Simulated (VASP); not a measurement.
# LiNbO3 (R3c) in VASP: density of states with PBE

Aim: the density of states of LiNbO3 with PBE.

Program: VASP 6.6.1. These are calculated values, not measurements. Logs are shortened: lines on timing, memory, paths and dates and some standing lists are left out, and cuts for length are marked.

### Step 1. The cell of the first run

The structure is trigonal, space group R3c (No. 161). Conventional cell: a = 5.190 Å, b = 5.190 Å, c = 14.014 Å, α = 90.00°, β = 90.00°, γ = 120.00°. Li (site symmetry 3) has 6 O at 2.08 to 2.27 Å within 2.8 Å. Within 2.5 Å of Nb (site symmetry 3) lie 6 O at 1.88 to 2.16 Å. O (site symmetry 1) has 2 Nb at 1.88 to 2.16 Å and 2 Li at 2.08 to 2.27 Å within 2.5 Å.

### Step 2. Density of states, PBE

File POSCAR:

```
LiNbO3
1.0
    2.5947505979      1.4980799562      4.6714899528
   -2.5947505979      1.4980799562      4.6714899528
    0.0000000000     -2.9961599123      4.6714899528
Li Nb O
2 2 6
Direct
    0.2816011198      0.2816011198      0.2816011198
    0.7816011198      0.7816011198      0.7816011198
    0.0004547361      0.0004547361      0.0004547361
    0.5004547361      0.5004547361      0.5004547361
    0.1104440279      0.3581697208      0.7211453954
    0.7211453954      0.1104440279      0.3581697208
    0.3581697208      0.7211453954      0.1104440279
    0.2211453954      0.8581697208      0.6104440279
    0.8581697208      0.6104440279      0.2211453954
    0.6104440279      0.2211453954      0.8581697208
```

File INCAR.step1:

```
SYSTEM = LiNbO3
PREC     = Accurate       ! precision mode
ENCUT    = 520            ! plane-wave cutoff, eV
EDIFF    = 1E-7           ! SCF threshold, eV
ISMEAR   = 0              ! smearing method
SIGMA    = 0.02           ! smearing width, eV
LREAL    = .FALSE.        ! projectors in reciprocal space
LASPH    = .TRUE.         ! aspherical terms in the spheres
NELM     = 80             ! most SCF steps
ALGO     = Normal         ! electronic algorithm
ISIF     = 2              ! what is computed and relaxed
LWAVE    = .FALSE.        ! write WAVECAR
LCHARG   = .TRUE.         ! write CHGCAR
LMAXMIX  = 4              ! l up to which the mixer works
GGA      = PE             ! functional
NBANDS   = 45             ! bands
```

File KPOINTS.step1:

```
Automatic mesh
0
G
  6 6 6
  0 0 0
```

File INCAR.step2:

```
SYSTEM = LiNbO3
PREC     = Accurate       ! precision mode
ENCUT    = 520            ! plane-wave cutoff, eV
EDIFF    = 1E-7           ! SCF threshold, eV
ISMEAR   = -5             ! smearing method
SIGMA    = 0.02           ! smearing width, eV
LREAL    = .FALSE.        ! projectors in reciprocal space
LASPH    = .TRUE.         ! aspherical terms in the spheres
NELM     = 80             ! most SCF steps
ALGO     = Normal         ! electronic algorithm
ISIF     = 2              ! what is computed and relaxed
LWAVE    = .FALSE.        ! write WAVECAR
LCHARG   = .FALSE.        ! write CHGCAR
LMAXMIX  = 4              ! l up to which the mixer works
GGA      = PE             ! functional
LORBIT   = 11             ! projections on sites
NBANDS   = 45             ! bands
NEDOS    = 2001           ! points of the DOS
ICHARG   = 11             ! starting density
```

File KPOINTS.step2:

```
Automatic mesh
0
G
  9 9 9
  0 0 0
```

Potentials or basis: VASP PAW PBE potentials, release 64 (Li_sv, Nb_sv, O).

Run with:

```sh
cat potpaw_PBE.64/Li_sv/POTCAR potpaw_PBE.64/Nb_sv/POTCAR potpaw_PBE.64/O/POTCAR > POTCAR
cp INCAR.step1 INCAR
cp KPOINTS.step1 KPOINTS
mpirun -np 1 vasp_std > vasp.out
cp INCAR.step2 INCAR
cp KPOINTS.step2 KPOINTS
mpirun -np 1 vasp_std > vasp.out
```

OUTCAR:

```text
SYSTEM = LiNbO3
   PREC = Accurate
   ENCUT = 520
   EDIFF = 1E-7
   ISMEAR = -5
   LREAL = .FALSE.
   LASPH = .TRUE.
   NELM = 80
   ISIF = 2
   GGA = PE
   LORBIT = 11
   ICHARG = 11

 ion  position               nearest neighbor table
   1  0.282  0.282  0.282-  10 2.08   8 2.08   9 2.08   5 2.27   6 2.27   7 2.27
   2  0.782  0.782  0.782-   6 2.08   7 2.08   5 2.08   9 2.27  10 2.27   8 2.27
   3  0.000  0.000  0.000-   6 1.88   5 1.88   7 1.88   8 2.16  10 2.16   9 2.16
   4  0.500  0.500  0.500-  10 1.88   9 1.88   8 1.88   7 2.16   6 2.16   5 2.16
   5  0.110  0.358  0.721-   3 1.88   2 2.08   4 2.16   1 2.27
   6  0.721  0.110  0.358-   3 1.88   2 2.08   4 2.16   1 2.27
   7  0.358  0.721  0.110-   3 1.88   2 2.08   4 2.16   1 2.27
   8  0.221  0.858  0.610-   4 1.88   1 2.08   3 2.16   2 2.27
   9  0.858  0.610  0.221-   4 1.88   1 2.08   3 2.16   2 2.27
  10  0.610  0.221  0.858-   4 1.88   1 2.08   3 2.16   2 2.27

  LATTYP: Found a trigonal (rhomboedric) cell.
 ALAT       =     5.5497560847
 COS(alpha) =     0.5628067531

  Lattice vectors:

 A1 = (   2.5947505979,   1.4980799562,   4.6714899528)
 A2 = (  -2.5947505979,   1.4980799562,   4.6714899528)
 A3 = (   0.0000000000,  -2.9961599123,   4.6714899528)

Analysis of symmetry for initial positions (statically):
=====================================================================
 Subroutine PRICEL returns:
 Original cell was already a primitive cell.

 Routine SETGRP: Setting up the symmetry group for a
 trigonal (rhombohedral) supercell.

 Subroutine GETGRP returns: Found  6 space group operations
 (whereof  3 operations were pure point group operations)
 out of a pool of 12 trial point group operations.

The static configuration has the point symmetry C_3 .
 The point group associated with its full space group is C_3v.

Analysis of symmetry for dynamics (positions and initial velocities):
=====================================================================
 Subroutine PRICEL returns:
 Original cell was already a primitive cell.

 Routine SETGRP: Setting up the symmetry group for a
 trigonal (rhombohedral) supercell.

 Subroutine GETGRP returns: Found  6 space group operations
 (whereof  3 operations were pure point group operations)
 out of a pool of 12 trial point group operations.

The dynamic configuration has the point symmetry C_3 .
 The point group associated with its full space group is C_3v.

 Subroutine INISYM returns: Found  6 space group operations
 (whereof  3 operations are pure point group operations),
 and found     1 'primitive' translations

----------------------------------------------------------------------------------------

                                     Primitive cell

  volume of cell :     108.9525

  direct lattice vectors                    reciprocal lattice vectors
     2.594750598  1.498079956  4.671489953     0.192696747  0.111253519  0.071354822
    -2.594750598  1.498079956  4.671489953    -0.192696747  0.111253519  0.071354822
     0.000000000 -2.996159912  4.671489953     0.000000000 -0.222507038  0.071354822

  length of vectors
     5.549756085  5.549756085  5.549756085     0.233668339  0.233668339  0.233668339

  position of ions in fractional coordinates (direct lattice)
     0.281601120  0.281601120  0.281601120
     0.781601120  0.781601120  0.781601120
     0.000454736  0.000454736  0.000454736
     0.500454736  0.500454736  0.500454736
     0.110444028  0.358169721  0.721145395
     0.721145395  0.110444028  0.358169721
     0.358169721  0.721145395  0.110444028
     0.221145395  0.858169721  0.610444028
     0.858169721  0.610444028  0.221145395
     0.610444028  0.221145395  0.858169721

  ion indices of the primitive-cell ions
   primitive index   ion index
                 1           1
                 2           2
                 3           3
                 4           4
                 5           5
                 6           6
                 7           7
                 8           8
                 9           9
                10          10

----------------------------------------------------------------------------------------

 KPOINTS: Automatic mesh

Automatic generation of k-mesh.
 Grid dimensions read from file:
 generate k-points for:    9    9    9

 Generating k-lattice:

  Cartesian coordinates                     Fractional coordinates (reciprocal lattice)
     0.021410750  0.012361502  0.007928314     0.111111111  0.000000000  0.000000000
    -0.021410750  0.012361502  0.007928314     0.000000000  0.111111111  0.000000000
     0.000000000 -0.024723004  0.007928314     0.000000000  0.000000000  0.111111111

  Length of vectors
     0.025963149  0.025963149  0.025963149

  Shift w.r.t. Gamma in fractional coordinates (k-lattice)
     0.000000000  0.000000000  0.000000000

 TETIRR: Found    369 inequivalent tetrahedra from     4374

 Subroutine IBZKPT returns following result:
 ===========================================

 Found     85 irreducible k-points:

 Following reciprocal coordinates:
            Coordinates               Weight
  0.000000  0.000000  0.000000      1.000000
  0.111111  0.000000  0.000000      6.000000
  0.222222  0.000000  0.000000      6.000000
  0.333333  0.000000 -0.000000      6.000000
  0.444444  0.000000  0.000000      6.000000
  0.111111  0.111111  0.000000      6.000000
[... 16 lines left out ...]
 -0.333333  0.333333  0.000000      6.000000
  0.444444  0.444444  0.000000      6.000000
 [... further k-points ...]
   k-points           NKPTS =     85   k-points in BZ     NKDIM =     85   number of bands    NBANDS=     45
   number of dos      NEDOS =   2001   number of ions     NIONS =     10
   total plane-waves  NPLWV =  74088
   dimension x,y,z NGX =    42 NGY =   42 NGZ =   42
   dimension x,y,z NGXF=    84 NGYF=   84 NGZF=   84
   ions per type =               2   2   6
   NGX,Y,Z   is equivalent  to a cutoff of  12.58, 12.58, 12.58 a.u.
   NGXF,Y,Z  is equivalent  to a cutoff of  25.16, 25.16, 25.16 a.u.
 SYSTEM =  LiNbO3
   PREC   = accura    normal or accurate (medium, high low for compatibility)
   ISTART =      0    job   : 0-new  1-cont  2-samecut
   ICHARG =     11    charge: 1-file 2-atom 10-const
   ISPIN  =      1    spin polarized calculation?
   LNONCOLLINEAR =      F non collinear calculations
   LSORBIT =      F    spin-orbit coupling
   LASPH  =      T    aspherical Exc in radial PAW
   ENCUT  =  520.0 eV  38.22 Ry    6.18 a.u.  10.32 10.32 10.32*2*pi/ulx,y,z
   NELM   =     80;   NELMIN=  2; NELMDL=  0     # of ELM steps
   EDIFF  = 0.1E-06   stopping-criterion for ELM
   LREAL  =      F    real-space projection
   EDIFFG = 0.1E-05   stopping-criterion for IOM
   NSW    =      0    number of steps for IOM
   IBRION =     -1    ionic relax: 0-MD 1-quasi-New 2-CG
   NFREE  =      0    steps in history (QN), initial steepest desc. (CG)
   ISIF   =      2    stress and relaxation
   ISYM   =      2    0-nonsym 1-usesym 2-fastsym
   POTIM  = 0.5000    time-step for ionic-motion
   TEBEG  =    0.0;   TEEND  =   0.0 temperature during run
   PSTRESS=    0.0 pullay stress
   NELECT =      68.0000    total number of electrons
   NUPDOWN=      -1.0000    fix difference up-down
   EMIN   =  10.00;   EMAX   =-10.00  energy-range for DOS
   EFERMI =   0.00;   METHOD = LEGACY
   ISMEAR =    -5;   SIGMA  =   0.02  broadening in eV -4-tet -1-fermi 0-gaus
   EFERMI_NEDOS =   21; number of points for ismear=-14 and -15
   IALGO  =     38    algorithm
   IMIX   =      4    mixing-type and parameters
     AMIX     =   0.40;   BMIX     =  1.00
     AMIX_MAG =   1.60;   BMIX_MAG =  1.00
  volume/ion in A,a.u.               =      10.90        73.52
  Fermi-wavevector in a.u.,A,eV,Ry     =   1.399046  2.643814 26.631093  1.957330
  Thomas-Fermi vector in A             =   2.522144
   LORBIT       =     11    0 simple, 1 ext, 2 COOP (PROOUT), +10 PAW based schemes
   GGA     = PE    functional components
   LHFCALC =     F    Hartree Fock is set to
   AEXX    =    0.0000 exact exchange contribution
   IVDW    =     0    specifies the selected vdW correction
   LEPSILON=     F    determine dielectric tensor
   LRPA    =     F    only Hartree local field effects (RPA)
 non-spin polarized calculation
 Fermi weights with tetrahedron method with Bloechl corrections
  energy-cutoff  :      520.00
  volume of cell :      108.95
 maximum number of plane-waves:      2964
 NGX is ok and might be reduce to    42

 number of electron      67.9999999 magnetization

 Free energy of the ion-electron system (eV)
  ---------------------------------------------------
  ext. energy  EPLUGINS =         0.00000000
  ---------------------------------------------------
  free energy    TOTEN  =       -80.04209850 eV

  energy without entropy =      -80.04209850  energy(sigma->0) =      -80.04209850

 E-fermi :   3.3376     XC(G=0): -10.6685

 val. band max:        3.3266529747   @ k =   0.1111   0.1111   0.1111
 cond. band min:       6.8521436736   @ k =  -0.4444   0.3333  -0.0000
 fundamental gap:      3.5254906989
 Fermi energy:         3.3375832249

 k-point     1 :       0.0000    0.0000    0.0000
  band No.  band energies     occupation
      1     -50.9117      2.00000
      2     -50.8984      2.00000
      3     -39.3408      2.00000
      4     -39.3385      2.00000
      5     -27.1846      2.00000
      6     -27.1846      2.00000
[... 37 lines left out ...]
     44      13.0361      0.00000
     45      13.0778      0.00000

 k-point     2 :       0.1111    0.0000    0.0000
  band No.  band energies     occupation
      1     -50.9113      2.00000
      2     -50.8988      2.00000
      3     -39.3407      2.00000
      4     -39.3386      2.00000
      5     -27.1811      2.00000
      6     -27.1805      2.00000
[... 1048 lines left out ...]
 k-point    24 :       0.4444    0.4444    0.0000
  band No.  band energies     occupation
      1     -50.9074      2.00000
      2     -50.9026      2.00000
      3     -39.3401      2.00000
      4     -39.3393      2.00000
      5     -27.1942      2.00000
      6     -27.1813      2.00000
[... 37 lines left out ...]
     44      13.0438      0.00000
     45      13.3485      0.00000

 [... further k-points ...]
[... 5 lines left out ...]
  --------------------------------------------------------------------------------------
  -------------------------------------------------------------------------------------
  Total       -0.2187836     -0.2187836     -0.2115522      0.0000000     -0.0000000      0.0000000
  in kB       -3.2172739     -3.2172739     -3.1109337      0.0000000     -0.0000000      0.0000000
  external PRESSURE =      -3.1818272 kB  Pullay stress =       0.0000000 kB

 VOLUME and BASIS-vectors are now :
 -----------------------------------------------------------------------------
  energy-cutoff  :      520.00
  volume of cell :      108.95
      direct lattice vectors                 reciprocal lattice vectors
     2.594750598  1.498079956  4.671489953     0.192696747  0.111253519  0.071354822
    -2.594750598  1.498079956  4.671489953    -0.192696747  0.111253519  0.071354822
     0.000000000 -2.996159912  4.671489953     0.000000000 -0.222507038  0.071354822

 POSITION                                       TOTAL-FORCE (eV/Angst)
 -----------------------------------------------------------------------------------
      0.00000      0.00000      3.94649        -0.000000      0.000000      0.003979
      0.00000      0.00000     10.95373        -0.000000      0.000000      0.003979
      0.00000      0.00000      0.00637        -0.000000     -0.000000     -0.023521
      0.00000      0.00000      7.01361        -0.000000     -0.000000     -0.023521
     -0.64279     -1.45865      5.55795         0.011118      0.000544      0.006514
      1.58462      0.17265      5.55795        -0.006030      0.009356      0.006514
     -0.94183      1.28599      5.55795        -0.005088     -0.009900      0.006514
     -1.65292     -0.21209      7.89369         0.005088     -0.009900      0.006514
      0.64279      1.53751      7.89369        -0.011118      0.000544      0.006514
      1.01013     -1.32543      7.89369         0.006030      0.009356      0.006514
 -----------------------------------------------------------------------------------
    total drift:                               -0.000000     -0.000001     -0.000771

  FREE ENERGIE OF THE ION-ELECTRON SYSTEM (eV)
  ---------------------------------------------------
  free  energy   TOTEN  =       -80.0420985003 eV

  energy  without entropy=      -80.0420985003  energy(sigma->0) =      -80.04209850

 total charge

# of ion       s       p       d       tot
------------------------------------------
    1        2.012   0.044   0.000   2.056
    2        2.012   0.044   0.000   2.056
    3        2.213   6.131   2.089  10.434
    4        2.213   6.131   2.089  10.434
    5        1.570   3.495   0.000   5.065
    6        1.570   3.495   0.000   5.065
    7        1.570   3.495   0.000   5.065
    8        1.570   3.495   0.000   5.065
    9        1.570   3.495   0.000   5.065
   10        1.570   3.495   0.000   5.065
--------------------------------------------------
tot         17.870  33.320   4.179  55.369
```

Run time: 4.4 min. Hardware: 1 thread of Intel Xeon 6975P-C (Granite Rapids), shared host; peak memory 0.46 GiB.

What came out:

| Item | Value |
| --- | --- |
| Valence electrons inside the program's atomic spheres | Li 2.06; Nb 10.43; O 5.07 |

Caveat: the cutoff is under 1.25 times the usual one of these potentials, so pressure, stress and relaxed cells hold a basis-set (Pulay) error.
